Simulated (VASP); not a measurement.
# BeGe2 (P4_2/mmc) in VASP: single point with PBE

Aim: the single point of BeGe2 with PBE.

Program: VASP 6.6.1. These are calculated values, not measurements. Logs are shortened: lines on timing, memory, paths and dates and some standing lists are left out, and cuts for length are marked.

### 1 The cell of the first run

Symmetry: P4_2/mmc, No. 131, tetragonal system. The conventional cell has a = 5.874 Å, b = 5.874 Å, c = 5.172 Å, α = 90.00°, β = 90.00°, γ = 90.00°. Within 2.9 Å of Be (site symmetry -4m2) lie 4 Ge at 2.20 Å and 2 Be at 2.59 Å. Within 2.9 Å of Ge (site symmetry m2m) lie 2 Be at 2.20 Å and 1 Ge at 2.32 Å.

The cell was generated, and may not be a known phase.

### 2 Single point, PBE

The input, INCAR:

```
ALGO = Normal
EDIFF = 1E-6
ENCUT = 520
GGA = PE
ISIF = 2
ISMEAR = 0
LASPH = T
LCHARG = T
LELF = T
LREAL = F
LVHAR = T
LWAVE = F
NBANDS = 39
NELM = 80
PREC = Accurate
SIGMA = 0.1
```

The input, KPOINTS:

```
k-points
0
Gamma
  6 6 8
```

The input, POSCAR:

```
BeGe2
1.0
    5.8743898172      0.0000000000      0.0000000000
    0.0000000000      5.8743898172      0.0000000000
    0.0000000000      0.0000000000      5.1719075617
Be Ge
2 4
Direct
    0.5000000000      0.5000000000      0.7500000000
    0.5000000000      0.5000000000      0.2500000000
    0.1970891580      0.5000000000      0.0000000000
    0.8029108420      0.5000000000      0.0000000000
    0.5000000000      0.8029108420      0.5000000000
    0.5000000000      0.1970891580      0.5000000000
```

Potentials or basis: VASP PAW PBE potentials, release 64 (Be, Ge_d).

Started as:

```
$ cat potpaw_PBE.64/Be/POTCAR potpaw_PBE.64/Ge_d/POTCAR > POTCAR
$ mpirun -np 1 vasp_std > vasp.out
```

OUTCAR:

```text
EDIFF = 1E-6
   ENCUT = 520
   GGA = PE
   ISIF = 2
   ISMEAR = 0
   LASPH = T
   LREAL = F
   NELM = 80
   PREC = Accurate

 ion  position               nearest neighbor table
   1  0.500  0.500  0.750-   3 2.20   4 2.20   5 2.20   6 2.20
   2  0.500  0.500  0.250-   3 2.20   4 2.20   5 2.20   6 2.20
   3  0.197  0.500  0.000-   1 2.20   2 2.20   4 2.32
   4  0.803  0.500  0.000-   1 2.20   2 2.20   3 2.32
   5  0.500  0.803  0.500-   1 2.20   2 2.20   6 2.32
   6  0.500  0.197  0.500-   1 2.20   2 2.20   5 2.32

  LATTYP: Found a simple tetragonal cell.
 ALAT       =     5.8743898172
 C/A-ratio  =     0.8804161322

  Lattice vectors:

 A1 = (   5.8743898172,   0.0000000000,   0.0000000000)
 A2 = (   0.0000000000,   5.8743898172,   0.0000000000)
 A3 = (   0.0000000000,   0.0000000000,   5.1719075617)

Analysis of symmetry for initial positions (statically):
=====================================================================
 Subroutine PRICEL returns:
 Original cell was already a primitive cell.

 Routine SETGRP: Setting up the symmetry group for a
 simple tetragonal supercell.

 Subroutine GETGRP returns: Found 16 space group operations
 (whereof  8 operations were pure point group operations)
 out of a pool of 16 trial point group operations.

The static configuration has the point symmetry D_2h.
 The point group associated with its full space group is D_4h.

Analysis of symmetry for dynamics (positions and initial velocities):
=====================================================================
 Subroutine PRICEL returns:
 Original cell was already a primitive cell.

 Routine SETGRP: Setting up the symmetry group for a
 simple tetragonal supercell.

 Subroutine GETGRP returns: Found 16 space group operations
 (whereof  8 operations were pure point group operations)
 out of a pool of 16 trial point group operations.

The dynamic configuration has the point symmetry D_2h.
 The point group associated with its full space group is D_4h.

 Subroutine INISYM returns: Found 16 space group operations
 (whereof  8 operations are pure point group operations),
 and found     1 'primitive' translations

----------------------------------------------------------------------------------------
[... 94 lines left out ...]
   ICHARG =      2    charge: 1-file 2-atom 10-const
   ISPIN  =      1    spin polarized calculation?
   LNONCOLLINEAR =      F non collinear calculations
   LSORBIT =      F    spin-orbit coupling
   LASPH  =      T    aspherical Exc in radial PAW
   ENCUT  =  520.0 eV  38.22 Ry    6.18 a.u.  10.92 10.92  9.62*2*pi/ulx,y,z
   NELM   =     80;   NELMIN=  2; NELMDL= -5     # of ELM steps
   EDIFF  = 0.1E-05   stopping-criterion for ELM
   LREAL  =      F    real-space projection
   EDIFFG = 0.1E-04   stopping-criterion for IOM
   NSW    =      0    number of steps for IOM
   IBRION =     -1    ionic relax: 0-MD 1-quasi-New 2-CG
   NFREE  =      0    steps in history (QN), initial steepest desc. (CG)
   ISIF   =      2    stress and relaxation
   ISYM   =      2    0-nonsym 1-usesym 2-fastsym
   POTIM  = 0.5000    time-step for ionic-motion
   TEBEG  =    0.0;   TEEND  =   0.0 temperature during run
   PSTRESS=    0.0 pullay stress
   NELECT =      60.0000    total number of electrons
   NUPDOWN=      -1.0000    fix difference up-down
   EMIN   =  10.00;   EMAX   =-10.00  energy-range for DOS
   EFERMI =   0.00;   METHOD = LEGACY
   ISMEAR =     0;   SIGMA  =   0.10  broadening in eV -4-tet -1-fermi 0-gaus
   EFERMI_NEDOS =   21; number of points for ismear=-14 and -15
   IALGO  =     38    algorithm
   IMIX   =      4    mixing-type and parameters
     AMIX     =   0.40;   BMIX     =  1.00
     AMIX_MAG =   1.60;   BMIX_MAG =  1.00
  volume/ion in A,a.u.               =      29.75       200.73
  Fermi-wavevector in a.u.,A,eV,Ry     =   1.138326  2.151123 17.630226  1.295785
  Thomas-Fermi vector in A             =   2.275030
   LORBIT       =      0    0 simple, 1 ext, 2 COOP (PROOUT), +10 PAW based schemes
   GGA     = PE    functional components
   LHFCALC =     F    Hartree Fock is set to
   AEXX    =    0.0000 exact exchange contribution
   IVDW    =     0    specifies the selected vdW correction
   LEPSILON=     F    determine dielectric tensor
   LRPA    =     F    only Hartree local field effects (RPA)
 non-spin polarized calculation
 Gauss-broadening in eV      SIGMA  =   0.10
  energy-cutoff  :      520.00
  volume of cell :      178.47
 maximum number of plane-waves:      4856
 NGX is ok and might be reduce to    48
   NGX = 21   NGY = 21   NGZ = 19

 number of electron      60.0000084 magnetization

 Free energy of the ion-electron system (eV)
  ---------------------------------------------------
  ext. energy  EPLUGINS =         0.00000000
  ---------------------------------------------------
  free energy    TOTEN  =       -20.93962034 eV

  energy without entropy =      -20.92757949  energy(sigma->0) =      -20.93359991

 E-fermi :   1.0395     XC(G=0):  -7.4792

 val. band max:        1.0289603869   @ k =   0.1667   0.1667   0.3750
 cond. band min:       1.0482760339   @ k =   0.3333   0.0000   0.5000
 fundamental gap:      0.0193156469
 Fermi energy:         1.0395184404

 k-point     1 :       0.0000    0.0000    0.0000
  band No.  band energies     occupation
      1     -23.6363      2.00000
      2     -23.6355      2.00000
      3     -23.5207      2.00000
      4     -23.5207      2.00000
      5     -23.4855      2.00000
      6     -23.4700      2.00000
[... 997 lines left out ...]
     38       6.6678      0.00000
     39       6.7648      0.00000

 [... further k-points ...]
[... 5 lines left out ...]
  --------------------------------------------------------------------------------------
  -------------------------------------------------------------------------------------
  Total       -0.0100379     -0.0100379      0.0184745     -0.0000000      0.0000000      0.0000000
  in kB       -0.0901105     -0.0901105      0.1658470     -0.0000000      0.0000000      0.0000000
  external PRESSURE =      -0.0047913 kB  Pullay stress =       0.0000000 kB

 VOLUME and BASIS-vectors are now :
 -----------------------------------------------------------------------------
  energy-cutoff  :      520.00
  volume of cell :      178.47
      direct lattice vectors                 reciprocal lattice vectors
     5.874389817  0.000000000  0.000000000     0.170230446  0.000000000  0.000000000
     0.000000000  5.874389817  0.000000000     0.000000000  0.170230446  0.000000000
     0.000000000  0.000000000  5.171907562     0.000000000  0.000000000  0.193352257

 POSITION                                       TOTAL-FORCE (eV/Angst)
 -----------------------------------------------------------------------------------
      2.93719      2.93719      3.87893        -0.000000      0.000000      0.000000
      2.93719      2.93719      1.29298        -0.000000      0.000000     -0.000000
      1.15778      2.93719      0.00000        -0.011354      0.000000     -0.000000
      4.71661      2.93719      0.00000         0.011354      0.000000      0.000000
      2.93719      4.71661      2.58595        -0.000000      0.011354     -0.000000
      2.93719      1.15778      2.58595        -0.000000     -0.011354     -0.000000
 -----------------------------------------------------------------------------------
    total drift:                                0.000000      0.000000     -0.000000

  FREE ENERGIE OF THE ION-ELECTRON SYSTEM (eV)
  ---------------------------------------------------
  free  energy   TOTEN  =       -20.9396203376 eV

  energy  without entropy=      -20.9275794904  energy(sigma->0) =      -20.93359991
```

stdout:

```text
POSCAR found type information on POSCAR BeGe
 POSCAR found :  2 types and       6 ions
 scaLAPACK will be used
 LDA part: xc-table for (Slater+PW92), standard interpolation
 POSCAR, INCAR and KPOINTS ok, starting setup
 FFT: planning ... GRIDC
 FFT: planning ... GRID_SOFT
 FFT: planning ... GRID
 WAVECAR not read
 entering main loop
```

Run time: 4.2 min. Hardware: 1 thread of Intel Xeon Platinum 8488C (Sapphire Rapids), shared host; peak memory 0.43 GiB.

Results:

| Property | Result |
| --- | --- |
| Free energy | -20.9396 eV |
| Pressure | 0.0 GPa |
| Largest force | 0.011 eV/Å |
| Band gap on the k mesh | zero (bands 30 and 31 overlap by 0.81 eV) |

Forces on the atoms (eV/Å):
```
Be   0.000  0.000  0.000
Be   0.000  0.000  0.000
Ge  -0.011  0.000  0.000
Ge   0.011  0.000  0.000
Ge   0.000  0.011  0.000
Ge   0.000 -0.011  0.000
```

Levels at points of the mesh, in eV from the Fermi level:
| k point | band 28 | band 29 | band 30 | band 31 | band 32 | band 33 |
| --- | --- | --- | --- | --- | --- | --- |
| (0.00, 0.00, 0.00) | -0.49 | -0.49 | 0.03 | 0.03 | 0.80 | 0.98 |
| (0.50, 0.00, 0.00) | -1.38 | -0.79 | -0.29 | 0.05 | 1.26 | 1.28 |
| (0.50, 0.50, 0.00) | -1.75 | -1.36 | -1.36 | 0.86 | 0.97 | 1.42 |
| (0.00, 0.00, 0.50) | -2.28 | -0.70 | -0.70 | 1.62 | 1.62 | 2.16 |
| (0.50, 0.00, 0.50) | -1.59 | -0.99 | -0.36 | 0.74 | 1.19 | 1.57 |
| (0.50, 0.50, 0.50) | -1.58 | -0.70 | -0.70 | 0.57 | 0.57 | 1.93 |
